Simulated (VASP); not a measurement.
# Ti4H (P6/mmm) in VASP: a series of runs

Runs on Ti4H. Level: PBE. Tasks: single point, relaxation of cell and atoms.

Program: VASP 6.6.1. These are calculated values, not measurements. Logs are shortened: lines on timing, memory, paths and dates and some standing lists are left out, and cuts for length are marked.

## 1. The cell of the first run

The structure is hexagonal, space group P6/mmm (No. 191). The conventional cell has a = 5.349 Å, b = 5.349 Å, c = 3.115 Å, α = 90.00°, β = 90.00°, γ = 120.00°. Ti (site symmetry mmm) has 10 Ti at 2.67 to 3.11 Å and 2 H at 2.67 Å within 3.5 Å. Within 2.1 Å of Ti (site symmetry 6/mmm) lie 2 H at 1.56 Å. H (site symmetry 6/mmm) has 2 Ti at 1.56 Å within 2.1 Å.

The cell was built from a structure type or drawn by symmetry, and may not be a known phase.

## 2. Single point, PBE

Contents of INCAR:

```
PREC = Accurate
ENCUT = 520
EDIFF = 1E-6
ISMEAR = 0
SIGMA = 0.1
LREAL = False
LASPH = True
NELM = 60
ALGO = Normal
ISIF = 2
LWAVE = False
LCHARG = False
GGA = PE
NBANDS = 32
```

Contents of KPOINTS:

```
regular mesh
0
Gamma
  6 6 6
```

Contents of POSCAR:

```
Ti4H
1.0
    5.3492558615      0.0000000000      0.0000000000
   -2.6746279308      4.6325914674      0.0000000000
    0.0000000000      0.0000000000      3.1148672820
Ti H
4 1
Direct
    0.5000000000      0.0000000000      0.0000000000
    0.0000000000      0.5000000000      0.0000000000
    0.5000000000      0.5000000000      0.0000000000
    0.0000000000      0.0000000000      0.5000000000
    0.0000000000      0.0000000000      0.0000000000
```

Potentials or basis: VASP PAW PBE potentials, release 64 (Ti_sv, H).

Launch:

```sh
> cat potpaw_PBE.64/Ti_sv/POTCAR potpaw_PBE.64/H/POTCAR > POTCAR
> mpirun -np 1 vasp_std > vasp.out
```

OUTCAR:

```text
PREC = Accurate
   ENCUT = 520
   EDIFF = 1E-6
   ISMEAR = 0
   LREAL = False
   LASPH = True
   NELM = 60
   ISIF = 2
   GGA = PE

 ion  position               nearest neighbor table
   1  0.500  0.000  0.000-   2 2.67   2 2.67   3 2.67   3 2.67
   2  0.000  0.500  0.000-   1 2.67   1 2.67   3 2.67   3 2.67
   3  0.500  0.500  0.000-   2 2.67   2 2.67   1 2.67   1 2.67
   4  0.000  0.000  0.500-   5 1.56   5 1.56
   5  0.000  0.000  0.000-   4 1.56   4 1.56

  LATTYP: Found a hexagonal cell.
 ALAT       =     5.3492558615
 C/A-ratio  =     0.5822991763

  Lattice vectors:

 A1 = (   5.3492558615,   0.0000000000,   0.0000000000)
 A2 = (  -2.6746279308,   4.6325914674,   0.0000000000)
 A3 = (   0.0000000000,   0.0000000000,   3.1148672820)

Analysis of symmetry for initial positions (statically):
=====================================================================
 Subroutine PRICEL returns:
 Original cell was already a primitive cell.

 Routine SETGRP: Setting up the symmetry group for a
 hexagonal supercell.

 Subroutine GETGRP returns: Found 24 space group operations
 (whereof 24 operations were pure point group operations)
 out of a pool of 24 trial point group operations.

The static configuration has the point symmetry D_6h.

Analysis of symmetry for dynamics (positions and initial velocities):
=====================================================================
 Subroutine PRICEL returns:
 Original cell was already a primitive cell.

 Routine SETGRP: Setting up the symmetry group for a
 hexagonal supercell.

 Subroutine GETGRP returns: Found 24 space group operations
 (whereof 24 operations were pure point group operations)
 out of a pool of 24 trial point group operations.

The dynamic configuration has the point symmetry D_6h.

 Subroutine INISYM returns: Found 24 space group operations
 (whereof 24 operations are pure point group operations),
 and found     1 'primitive' translations

----------------------------------------------------------------------------------------

                                     Primitive cell

  volume of cell :      77.1893

  direct lattice vectors                    reciprocal lattice vectors
     5.349255861  0.000000000  0.000000000     0.186941890  0.107930950  0.000000000
    -2.674627931  4.632591467  0.000000000     0.000000000  0.215861901  0.000000000
     0.000000000  0.000000000  3.114867282     0.000000000  0.000000000  0.321040966

  length of vectors
     5.349255861  5.349255862  3.114867282     0.215861901  0.215861901  0.321040966

  position of ions in fractional coordinates (direct lattice)
     0.500000000  0.000000000  0.000000000
     0.000000000  0.500000000  0.000000000
     0.500000000  0.500000000  0.000000000
     0.000000000  0.000000000  0.500000000
     0.000000000  0.000000000  0.000000000

  ion indices of the primitive-cell ions
   primitive index   ion index
                 1           1
                 2           2
                 3           3
                 4           4
                 5           5

----------------------------------------------------------------------------------------

 KPOINTS: regular mesh

Automatic generation of k-mesh.
 Grid dimensions read from file:
 generate k-points for:    6    6    6

 Generating k-lattice:

  Cartesian coordinates                     Fractional coordinates (reciprocal lattice)
     0.031156982  0.017988492  0.000000000     0.166666667  0.000000000  0.000000000
     0.000000000  0.035976983  0.000000000     0.000000000  0.166666667  0.000000000
     0.000000000  0.000000000  0.053506828     0.000000000  0.000000000  0.166666667

  Length of vectors
     0.035976983  0.035976983  0.053506828

  Shift w.r.t. Gamma in fractional coordinates (k-lattice)
     0.000000000  0.000000000  0.000000000

 Subroutine IBZKPT returns following result:
 ===========================================

 Found     28 irreducible k-points:

 Following reciprocal coordinates:
            Coordinates               Weight
  0.000000  0.000000  0.000000      1.000000
  0.166667  0.000000  0.000000      6.000000
  0.333333  0.000000  0.000000      6.000000
  0.500000  0.000000  0.000000      3.000000
  0.166667  0.166667  0.000000      6.000000
  0.333333  0.166667  0.000000     12.000000
[... 16 lines left out ...]
  0.166667  0.000000  0.500000      6.000000
  0.333333  0.000000  0.500000      6.000000
 [... further k-points ...]
   k-points           NKPTS =     28   k-points in BZ     NKDIM =     28   number of bands    NBANDS=     32
   number of dos      NEDOS =    301   number of ions     NIONS =      5
   total plane-waves  NPLWV =  38400
   dimension x,y,z NGX =    40 NGY =   40 NGZ =   24
   dimension x,y,z NGXF=    80 NGYF=   80 NGZF=   48
   ions per type =               4   1
   NGX,Y,Z   is equivalent  to a cutoff of  12.43, 12.43, 12.81 a.u.
   NGXF,Y,Z  is equivalent  to a cutoff of  24.86, 24.86, 25.62 a.u.
 SYSTEM =  unknown system
   PREC   = accura    normal or accurate (medium, high low for compatibility)
   ISTART =      0    job   : 0-new  1-cont  2-samecut
   ICHARG =      2    charge: 1-file 2-atom 10-const
   ISPIN  =      1    spin polarized calculation?
   LNONCOLLINEAR =      F non collinear calculations
   LSORBIT =      F    spin-orbit coupling
   LASPH  =      T    aspherical Exc in radial PAW
   ENCUT  =  520.0 eV  38.22 Ry    6.18 a.u.   9.95  9.95  5.79*2*pi/ulx,y,z
   NELM   =     60;   NELMIN=  2; NELMDL= -5     # of ELM steps
   EDIFF  = 0.1E-05   stopping-criterion for ELM
   LREAL  =      F    real-space projection
[... 7 lines left out ...]
   TEBEG  =    0.0;   TEEND  =   0.0 temperature during run
   PSTRESS=    0.0 pullay stress
   NELECT =      49.0000    total number of electrons
   NUPDOWN=      -1.0000    fix difference up-down
   EMIN   =  10.00;   EMAX   =-10.00  energy-range for DOS
   EFERMI =   0.00;   METHOD = LEGACY
   ISMEAR =     0;   SIGMA  =   0.10  broadening in eV -4-tet -1-fermi 0-gaus
   EFERMI_NEDOS =   21; number of points for ismear=-14 and -15
   IALGO  =     38    algorithm
   IMIX   =      4    mixing-type and parameters
     AMIX     =   0.40;   BMIX     =  1.00
     AMIX_MAG =   1.60;   BMIX_MAG =  1.00
  volume/ion in A,a.u.               =      15.44       104.18
  Fermi-wavevector in a.u.,A,eV,Ry     =   1.406980  2.658806 26.933989  1.979592
  Thomas-Fermi vector in A             =   2.529285
   LORBIT       =      0    0 simple, 1 ext, 2 COOP (PROOUT), +10 PAW based schemes
   GGA     = PE    functional components
   LHFCALC =     F    Hartree Fock is set to
   AEXX    =    0.0000 exact exchange contribution
   IVDW    =     0    specifies the selected vdW correction
   LEPSILON=     F    determine dielectric tensor
   LRPA    =     F    only Hartree local field effects (RPA)
 non-spin polarized calculation
 Gauss-broadening in eV      SIGMA  =   0.10
  energy-cutoff  :      520.00
  volume of cell :       77.19
 maximum number of plane-waves:      2100
 NGX is ok and might be reduce to    40
   NGX = 19   NGY = 19   NGZ = 11

 number of electron      49.0000001 magnetization

 Free energy of the ion-electron system (eV)
  ---------------------------------------------------
  ext. energy  EPLUGINS =         0.00000000
  ---------------------------------------------------
  free energy    TOTEN  =       -32.80167080 eV

  energy without entropy =      -32.75119917  energy(sigma->0) =      -32.77643498

 E-fermi :   7.2313     XC(G=0): -11.0917

 val. band max:        7.2278015951   @ k =   0.1667   0.1667   0.5000
 cond. band min:       7.2329360373   @ k =   0.1667   0.1667   0.3333
 fundamental gap:      0.0051344422
 Fermi energy:         7.2313460629

 k-point     1 :       0.0000    0.0000    0.0000
  band No.  band energies     occupation
      1     -49.5396      2.00000
      2     -49.3804      2.00000
      3     -49.3804      2.00000
      4     -49.2758      2.00000
      5     -26.2476      2.00000
      6     -25.9675      2.00000
[... 24 lines left out ...]
     31       8.9554      0.00000
     32       8.9554      0.00000

 k-point     2 :       0.1667    0.0000    0.0000
  band No.  band energies     occupation
      1     -49.5300      2.00000
      2     -49.3898      2.00000
      3     -49.3804      2.00000
      4     -49.2763      2.00000
      5     -26.2004      2.00000
      6     -25.9465      2.00000
[... 24 lines left out ...]
     31       8.8031      0.00000
     32       8.9885      0.00000

 k-point     3 :       0.3333    0.0000    0.0000
  band No.  band energies     occupation
      1     -49.5050      2.00000
      2     -49.4145      2.00000
      3     -49.3805      2.00000
      4     -49.2773      2.00000
      5     -26.0960      2.00000
      6     -25.8713      2.00000
[... 24 lines left out ...]
     31       8.3988      0.00000
     32       9.1537      0.00000

 k-point     4 :       0.5000    0.0000    0.0000
  band No.  band energies     occupation
      1     -49.4843      2.00000
      2     -49.4351      2.00000
      3     -49.3805      2.00000
      4     -49.2777      2.00000
      5     -26.0436      2.00000
      6     -25.7614      2.00000
[... 24 lines left out ...]
     31       8.8600      0.00000
     32       8.9217      0.00000

 k-point     5 :       0.1667    0.1667    0.0000
  band No.  band energies     occupation
      1     -49.5125      2.00000
      2     -49.4066      2.00000
      3     -49.3810      2.00000
      4     -49.2770      2.00000
      5     -26.1187      2.00000
      6     -25.9132      2.00000
[... 584 lines left out ...]
     31       9.3110      0.00000
     32       9.3111      0.00000

 k-point    22 :       0.0000    0.0000    0.5000
  band No.  band energies     occupation
      1     -49.5171      2.00000
      2     -49.3639      2.00000
      3     -49.3639      2.00000
      4     -49.2512      2.00000
      5     -26.2195      2.00000
      6     -25.9276      2.00000
[... 24 lines left out ...]
     31       9.8540      0.00000
     32       9.8544      0.00000

 k-point    23 :       0.1667    0.0000    0.5000
  band No.  band energies     occupation
      1     -49.5082      2.00000
      2     -49.3731      2.00000
      3     -49.3639      2.00000
      4     -49.2512      2.00000
      5     -26.1729      2.00000
      6     -25.9247      2.00000
[... 24 lines left out ...]
     31       9.6843      0.00000
     32       9.8150      0.00000

 k-point    24 :       0.3333    0.0000    0.5000
  band No.  band energies     occupation
      1     -49.4851      2.00000
      2     -49.3967      2.00000
      3     -49.3640      2.00000
      4     -49.2512      2.00000
      5     -26.0746      2.00000
      6     -25.9232      2.00000
[... 24 lines left out ...]
     31       9.6729      0.00000
     32       9.7439      0.00000

 [... further k-points ...]

------------------------ aborting loop because EDIFF is reached ----------------------------------------

  FORCE on cell =-STRESS in cart. coord.  units (eV):
  Direction    XX          YY          ZZ          XY          YZ          ZX
  --------------------------------------------------------------------------------------
  -------------------------------------------------------------------------------------
  Total       -0.1218671     -0.1218671      0.0237885      0.0000000      0.0000000      0.0000000
  in kB       -2.5295311     -2.5295311      0.4937659      0.0000000      0.0000000      0.0000000
  external PRESSURE =      -1.5217654 kB  Pullay stress =       0.0000000 kB

 VOLUME and BASIS-vectors are now :
 -----------------------------------------------------------------------------
  energy-cutoff  :      520.00
  volume of cell :       77.19
      direct lattice vectors                 reciprocal lattice vectors
     5.349255861  0.000000000  0.000000000     0.186941890  0.107930950  0.000000000
    -2.674627931  4.632591467  0.000000000     0.000000000  0.215861901  0.000000000
     0.000000000  0.000000000  3.114867282     0.000000000  0.000000000  0.321040966

 POSITION                                       TOTAL-FORCE (eV/Angst)
 -----------------------------------------------------------------------------------
      2.67463      0.00000      0.00000         0.000000      0.000000      0.000000
     -1.33731      2.31630      0.00000         0.000000      0.000000      0.000000
      1.33731      2.31630      0.00000        -0.000000      0.000000      0.000000
      0.00000      0.00000      1.55743         0.000000      0.000000      0.000000
      0.00000      0.00000      0.00000         0.000000      0.000000      0.000000
 -----------------------------------------------------------------------------------
    total drift:                               -0.000000      0.000000     -0.000000

  FREE ENERGIE OF THE ION-ELECTRON SYSTEM (eV)
  ---------------------------------------------------
  free  energy   TOTEN  =       -32.8016707996 eV

  energy  without entropy=      -32.7511991701  energy(sigma->0) =      -32.77643498
```

Run time: 40 s. Hardware: 1 thread of Intel Xeon 6975P-C (Granite Rapids), shared host; peak memory 0.21 GiB.

Results:

```
Free energy            : -32.8017 eV
Pressure               : -0.2 GPa
Band gap on the k mesh : zero (an odd number of electrons rules out a gap without spin polarisation)
```

Stress tensor (GPa, compression positive):
```
-0.25  0.00  0.00
 0.00 -0.25  0.00
 0.00  0.00  0.05
```

Levels at points of the mesh, in eV from the Fermi level:
| k point | band 22 | band 23 | band 24 | band 25 | band 26 | band 27 | band 28 | band 29 |
| --- | --- | --- | --- | --- | --- | --- | --- | --- |
| (0.00, 0.00, 0.00) | 0.03 | 0.05 | 0.05 | 0.49 | 0.54 | 0.54 | 1.04 | 1.04 |
| (0.50, 0.00, 0.00) | -0.67 | -0.34 | -0.30 | 0.37 | 0.39 | 0.46 | 0.84 | 0.97 |
| (0.00, 0.00, 0.50) | -1.06 | -0.62 | -0.62 | -0.46 | -0.46 | 0.94 | 0.94 | 2.05 |
| (0.50, 0.00, 0.50) | -1.24 | -0.86 | -0.33 | -0.32 | 0.44 | 0.74 | 1.06 | 1.64 |

## 3. Relaxation of cell and atoms, PBE

This run uses another cell than the first one, of 12.40 Å³/atom.

Contents of INCAR:

```
PREC = Accurate ; ENCUT = 600
EDIFF = 1E-7 ; ISMEAR = 0
SIGMA = 0.1 ; LREAL = F
LASPH = T ; NELM = 100
ALGO = Normal ; ISIF = 3
LWAVE = F ; LCHARG = F
GGA = PE ; IBRION = 2
NSW = 90 ; EDIFFG = -0.04
```

Contents of KPOINTS:

```
Automatic mesh
0
Gamma
  6 6 4
```

Edit POSCAR of step 2 so:

```diff
@@ -2,5 +2,5 @@
 1.0
-    5.3492558615      0.0000000000      0.0000000000
-   -2.6746279308      4.6325914674      0.0000000000
-    0.0000000000      0.0000000000      3.1148672820
+    4.1529838000      0.0000000000      0.0000000000
+   -2.0764919000      3.5965894700      0.0000000000
+    0.0000000000      0.0000000000      4.1513010400
 Ti H
```

Potentials or basis: VASP PAW PBE potentials, release 64 (Ti_sv, H).

Launch:

```sh
> cat potpaw_PBE.64/Ti_sv/POTCAR potpaw_PBE.64/H/POTCAR > POTCAR
> mpirun -np 1 vasp_std > vasp.out
```

Run time: 7.8 min. Hardware: 1 thread of Intel Xeon 6975P-C (Granite Rapids), shared host; peak memory 0.22 GiB.

Results (log left out):

```
Free energy                           : -32.7464 eV
Relaxed volume                        : 15.33 Å³/atom
Relaxed cell                          : a = 5.334 Å, b = 5.334 Å, c = 3.111 Å, α = 90.00°, β = 90.00°, γ = 120.00°
Space group after relaxing (to 0.1 Å) : P6/mmm (No. 191)
Energy gained by relaxing             : 1180.1 meV/atom
Ionic steps                           : 14
Pressure after relaxing               : 0.0 GPa
Band gap on the k mesh                : zero (an odd number of electrons rules out a gap without spin polarisation)
```

Step by step:
```csv
step,energy change (eV),largest force (eV/Å),pressure (GPa),volume (Å³)
1,0.0000,0.0000,44.83,62.01
2,-3.6410,0.0000,-10.85,97.49
3,-3.8877,0.0000,-4.38,87.55
4,-3.8894,0.0000,-5.18,88.51
5,-4.6591,0.0000,-5.25,84.40
6,-5.1371,0.0000,15.70,68.61
7,-5.3943,0.0000,-2.87,79.41
8,-5.8593,0.0000,2.90,74.29
9,-5.8567,0.0000,4.35,73.44
10,-5.8617,0.0000,3.73,73.80
11,-5.8814,0.0000,-1.20,77.92
12,-5.8979,0.0000,0.67,76.22
13,-5.9000,0.0000,-0.20,76.82
14,-5.9003,0.0000,0.00,76.67
```

Final structure:
```
Ti H
1.0
     5.33437    0.00000    0.00000
    -2.66719    4.61970    0.00000
     0.00000    0.00000    3.11134
Ti H
4 1
Direct
  0.50000 0.00000 0.00000
  0.00000 0.50000 0.00000
  0.50000 0.50000 0.00000
  0.00000 0.00000 0.50000
  0.00000 0.00000 0.00000
```

Levels at points of the mesh, in eV from the Fermi level:
| k point | band 23 | band 24 | band 25 | band 26 | band 27 | band 28 |
| --- | --- | --- | --- | --- | --- | --- |
| (0.00, 0.00, 0.00) | 0.03 | 0.03 | 0.47 | 0.50 | 0.50 | 1.03 |
| (0.50, 0.00, 0.00) | -0.37 | -0.33 | 0.35 | 0.38 | 0.45 | 0.82 |
| (0.00, 0.00, 0.50) | -0.64 | -0.64 | -0.52 | -0.52 | 0.89 | 0.89 |
| (0.50, 0.00, 0.50) | -0.89 | -0.37 | -0.34 | 0.42 | 0.74 | 1.05 |

Caveat: the k points lie up to 0.50 Å⁻¹ apart in the final cell, too coarse for converged energies and pressures of a metal; the volume moved by over 15 % at a fixed basis, so the end points are rough.
